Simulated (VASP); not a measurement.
# MoS2 (C2) in VASP: single point with PBE+D3(BJ)

Aim: the single point of MoS2 with PBE+D3(BJ).

Everything below comes from runs of VASP 6.6.1. Logs are shortened: lines on timing, memory, paths and dates and some standing lists are left out, and cuts for length are marked.

## Step 1: The cell of the first run

Symmetry: C2, No. 5, monoclinic system. The conventional cell has a = 3.150 Å, b = 5.455 Å, c = 6.649 Å, α = 90.00°, β = 92.29°, γ = 90.00°. Within 3.2 Å of Mo (site symmetry 2) lie 6 S at 2.36 to 2.44 Å and 6 Mo at 3.15 Å. S (site symmetry 1) has 3 Mo at 2.36 to 2.44 Å and 7 S at 3.13 to 3.15 Å within 3.2 Å.

## Step 2: Single point, PBE+D3(BJ) (strain -0.0400 x Voigt [0, 0, 0, 0, 1, 0])

The input, INCAR:

```
  ALGO = Normal
  EDIFF = 1E-6
  ENCUT = 520
  GGA = PE
  ISIF = 2
  ISMEAR = 0
  IVDW = 12
  LASPH = T
  LCHARG = T
  LELF = T
  LREAL = F
  LVHAR = T
  LWAVE = F
  NBANDS = 20
  NELM = 100
  PREC = Accurate
  SIGMA = 0.05
```

The input, KPOINTS:

```
k-points
0
Gamma
  12 12 4
```

The input, POSCAR:

```
MoS2
1.0
    3.1497239970      0.0000000000     -0.0629944799
   -1.5748619985      2.7277409963      0.0314972400
   -0.1329508532      0.0000000000      6.6475426602
Mo S
1 2
Direct
    0.0000000000      0.0000000000      0.0000000000
    0.3333333333      0.6666666667      0.2356692374
    0.3333333333      0.6666666667      0.7643307626
```

Potentials or basis: VASP PAW PBE potentials, release 64 (Mo_sv, S).

Launch:

```sh
> cat potpaw_PBE.64/Mo_sv/POTCAR potpaw_PBE.64/S/POTCAR > POTCAR
> mpirun -np 1 vasp_std > vasp.out
```

OUTCAR:

```text
EDIFF = 1E-6
   ENCUT = 520
   GGA = PE
   ISIF = 2
   ISMEAR = 0
   IVDW = 12
   LASPH = T
   LREAL = F
   NELM = 100
   PREC = Accurate
 IVDW          = 12

 ion  position               nearest neighbor table
   1  0.000  0.000  0.000-   2 2.36   3 2.36   3 2.40   2 2.40   3 2.44   2 2.44
   2  0.333  0.667  0.236-   1 2.36   1 2.40   1 2.44
   3  0.333  0.667  0.764-   1 2.36   1 2.40   1 2.44

  LATTYP: Found a base centered monoclinic cell.
 ALAT       =     3.1503538788
 B/A-ratio  =     1.7317045013
 C/A-ratio  =     2.1105159266
 COS(beta)  =    -0.0399840064

  Lattice vectors:

 A1 = (   1.5748619985,  -2.7277409963,  -0.0314972400)
 A2 = (   1.5748619985,   2.7277409963,  -0.0314972399)
 A3 = (  -0.1329508532,   0.0000000000,   6.6475426602)

Analysis of symmetry for initial positions (statically):
=====================================================================
 Subroutine PRICEL returns:
 Original cell was already a primitive cell.

 Routine SETGRP: Setting up the symmetry group for a
 base centered monoclinic supercell.

 Subroutine GETGRP returns: Found  2 space group operations
 (whereof  2 operations were pure point group operations)
 out of a pool of  4 trial point group operations.

The static configuration has the point symmetry C_2 .

Analysis of symmetry for dynamics (positions and initial velocities):
=====================================================================
 Subroutine PRICEL returns:
 Original cell was already a primitive cell.

 Routine SETGRP: Setting up the symmetry group for a
 base centered monoclinic supercell.

 Subroutine GETGRP returns: Found  2 space group operations
 (whereof  2 operations were pure point group operations)
 out of a pool of  4 trial point group operations.

The dynamic configuration has the point symmetry C_2 .

 Subroutine INISYM returns: Found  2 space group operations
 (whereof  2 operations are pure point group operations),
 and found     1 'primitive' translations

----------------------------------------------------------------------------------------

                                     Primitive cell

  volume of cell :      57.0904

  direct lattice vectors                    reciprocal lattice vectors
     3.149723997  0.000000000 -0.062994480     0.317615182  0.183301861  0.006352304
[... 84 lines left out ...]
   LSORBIT =      F    spin-orbit coupling
   LASPH  =      T    aspherical Exc in radial PAW
   ENCUT  =  520.0 eV  38.22 Ry    6.18 a.u.   5.86  5.86 12.36*2*pi/ulx,y,z
   NELM   =    100;   NELMIN=  2; NELMDL= -5     # of ELM steps
   EDIFF  = 0.1E-05   stopping-criterion for ELM
   LREAL  =      F    real-space projection
   EDIFFG = 0.1E-04   stopping-criterion for IOM
   NSW    =      0    number of steps for IOM
   IBRION =     -1    ionic relax: 0-MD 1-quasi-New 2-CG
   NFREE  =      0    steps in history (QN), initial steepest desc. (CG)
   ISIF   =      2    stress and relaxation
   ISYM   =      2    0-nonsym 1-usesym 2-fastsym
   POTIM  = 0.5000    time-step for ionic-motion
   TEBEG  =    0.0;   TEEND  =   0.0 temperature during run
   PSTRESS=    0.0 pullay stress
   NELECT =      26.0000    total number of electrons
   NUPDOWN=      -1.0000    fix difference up-down
   EMIN   =  10.00;   EMAX   =-10.00  energy-range for DOS
   EFERMI =   0.00;   METHOD = LEGACY
   ISMEAR =     0;   SIGMA  =   0.05  broadening in eV -4-tet -1-fermi 0-gaus
   EFERMI_NEDOS =   21; number of points for ismear=-14 and -15
   IALGO  =     38    algorithm
   IMIX   =      4    mixing-type and parameters
     AMIX     =   0.40;   BMIX     =  1.00
     AMIX_MAG =   1.60;   BMIX_MAG =  1.00
  volume/ion in A,a.u.               =      19.03       128.42
  Fermi-wavevector in a.u.,A,eV,Ry     =   1.259539  2.380184 21.584805  1.586438
  Thomas-Fermi vector in A             =   2.393094
   LORBIT       =      0    0 simple, 1 ext, 2 COOP (PROOUT), +10 PAW based schemes
   GGA     = PE    functional components
   LHFCALC =     F    Hartree Fock is set to
   AEXX    =    0.0000 exact exchange contribution
   IVDW    =    12    specifies the selected vdW correction
   LEPSILON=     F    determine dielectric tensor
   LRPA    =     F    only Hartree local field effects (RPA)
 non-spin polarized calculation
 Gauss-broadening in eV      SIGMA  =   0.05
  energy-cutoff  :      520.00
  volume of cell :       57.09
 maximum number of plane-waves:      1552
   NGX = 11   NGY = 11   NGZ = 25

 number of electron      26.0000000 magnetization

 Free energy of the ion-electron system (eV)
  ---------------------------------------------------
  ext. energy  EPLUGINS =         0.00000000
  ---------------------------------------------------
  free energy    TOTEN  =       -21.76164328 eV

  energy without entropy =      -21.76164328  energy(sigma->0) =      -21.76164328

 E-fermi :   6.7737     XC(G=0): -10.3031

 val. band max:        6.4955600432   @ k =   0.0000   0.0000   0.5000
 cond. band min:       7.6969431990   @ k =  -0.3333   0.1667  -0.0000
 fundamental gap:      1.2013831559
 Fermi energy:         6.7737088375

 k-point     1 :       0.0000    0.0000    0.0000
  band No.  band energies     occupation
      1     -54.7677      2.00000
      2     -28.9359      2.00000
      3     -28.6894      2.00000
      4     -28.6881      2.00000
      5      -8.1914      2.00000
      6      -6.7301      2.00000
[... 541 lines left out ...]
     19      14.7340      0.00000
     20      15.1993      0.00000

 [... further k-points ...]

------------------------ aborting loop because EDIFF is reached ----------------------------------------

 Edisp (eV)   -1.19312

 E8    (eV) :    -0.4819

  FORCE on cell =-STRESS in cart. coord.  units (eV):
  Direction    XX          YY          ZZ          XY          YZ          ZX
  --------------------------------------------------------------------------------------
  -------------------------------------------------------------------------------------
  Total       0.07516     0.01512     0.05410     0.00000     0.00000     1.78550
  in kB       2.10933     0.42424     1.51815     0.00000     0.00000    50.10807
  external pressure =        1.35 kB  Pullay stress =        0.00 kB

 VOLUME and BASIS-vectors are now :
 -----------------------------------------------------------------------------
  energy-cutoff  :      520.00
  volume of cell :       57.09
      direct lattice vectors                 reciprocal lattice vectors
     3.149723997  0.000000000 -0.062994480     0.317615182  0.183301861  0.006352304
    -1.574861999  2.727740996  0.031497240     0.000000000  0.366603721  0.000000000
    -0.132950853  0.000000000  6.647542660     0.003009834 -0.000000000  0.150491725

 POSITION                                       TOTAL-FORCE (eV/Angst)
 -----------------------------------------------------------------------------------
      0.00000      0.00000      0.00000         0.000000      0.057307      0.000000
     -0.03133      1.81849      1.56662         0.594253     -0.028654      0.041088
     -0.10162      1.81849      5.08092        -0.594253     -0.028654     -0.041088
 -----------------------------------------------------------------------------------
    total drift:                                0.000000      0.000053     -0.000000

  FREE ENERGIE OF THE ION-ELECTRON SYSTEM (eV)
  ---------------------------------------------------
  free  energy   TOTEN  =       -22.9547658899 eV

  energy  without entropy=      -22.9547658899  energy(sigma->0) =      -22.95476589
```

stdout:

```text
POSCAR found type information on POSCAR MoS
 POSCAR found :  2 types and       3 ions
 scaLAPACK will be used
 LDA part: xc-table for (Slater+PW92), standard interpolation
 POSCAR, INCAR and KPOINTS ok, starting setup
 FFT: planning ... GRIDC
 FFT: planning ... GRID_SOFT
 FFT: planning ... GRID
 WAVECAR not read
 entering main loop
```

Run time: 2.5 min. Hardware: 1 thread of Intel Xeon Platinum 8375C at 2.90GHz (Ice Lake), shared host; peak memory 0.31 GiB.

Results:

```
Free energy                : -22.9548 eV
Pressure                   : 0.1 GPa
Largest force              : 0.596 eV/Å
Band gap on the k mesh     : 1.20 eV (least direct gap 1.75 eV)
Dispersion energy per atom : -0.398 eV
```

Forces on the atoms (eV/Å):
```
Mo   0.000  0.057  0.000
S    0.594 -0.029  0.041
S   -0.594 -0.029 -0.041
```

Levels at points of the mesh, in eV from the valence-band top:
```csv
k point,band 9,band 10,band 11,band 12,band 13,band 14,band 15,band 16,band 17,band 18
"(0.00, 0.00, 0.00)",-3.03,-1.90,-1.88,-1.48,-0.92,2.36,2.37,2.66,2.66,5.81
"(0.50, 0.00, 0.00)",-4.79,-3.60,-2.02,-1.38,-1.27,1.91,2.32,3.82,4.04,5.19
"(0.00, 0.50, 0.00)",-4.80,-3.59,-2.00,-1.37,-1.29,1.92,2.31,3.83,4.01,5.18
"(0.00, 0.00, 0.50)",-3.02,-2.86,-1.91,-1.90,0.00,2.32,2.33,2.73,2.74,6.06
"(0.50, 0.00, 0.50)",-4.40,-3.62,-2.84,-1.31,-0.87,1.93,2.51,3.17,3.85,6.56
"(0.00, 0.50, 0.50)",-4.41,-3.60,-2.84,-1.31,-0.87,1.93,2.50,3.18,3.83,6.57
```

Caveat: the cell differs from its parent crystal (strain -0.0400 x Voigt [0, 0, 0, 0, 1, 0]).
